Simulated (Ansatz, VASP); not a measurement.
## One calculation of AlFe, two programs

```
CELL_PARAMETERS angstrom
2.91000 0.00000 0.00000
0.00000 2.91000 0.00000
0.00000 0.00000 2.91000
ATOMIC_POSITIONS crystal
Al 0.00000 0.00000 0.00000
Fe 0.50000 0.50000 0.50000
```

Alike in both runs: task single point; functional LDA; k mesh 12 × 12 × 12; occupations fermi-dirac, width 0.1 eV; collinear spin.

|  | VASP | Ansatz |
| --- | --- | --- |
| version | VASP 6.6.1 | Ansatz 0.2.0 |
| potentials or method | VASP PAW LDA potentials, release 64 (Al, Fe) | PAW with Ansatz's default frozen-core files, scalar-relativistic |
| plane-wave cutoff (eV) | 520 | 420 |
| valence electrons in the cell | 11 | 19 |

|  | VASP | Ansatz | Ansatz less VASP |
| --- | --- | --- | --- |
| net moment per atom (μB) | 0.32 | 0.34 | +0.022 |
| size of the moment on the site where the two differ most (μB) | 0.67 | 0.71 | +0.046 |

LDA's correlation is that of Perdew and Zunger in VASP and of Perdew and Wang (1992) in Ansatz. Site moments also hang on the region over which each program counts them. VASP's potentials hold 11 valence electrons a cell and Ansatz's 19, so a difference there can come from the potentials and not from the codes.
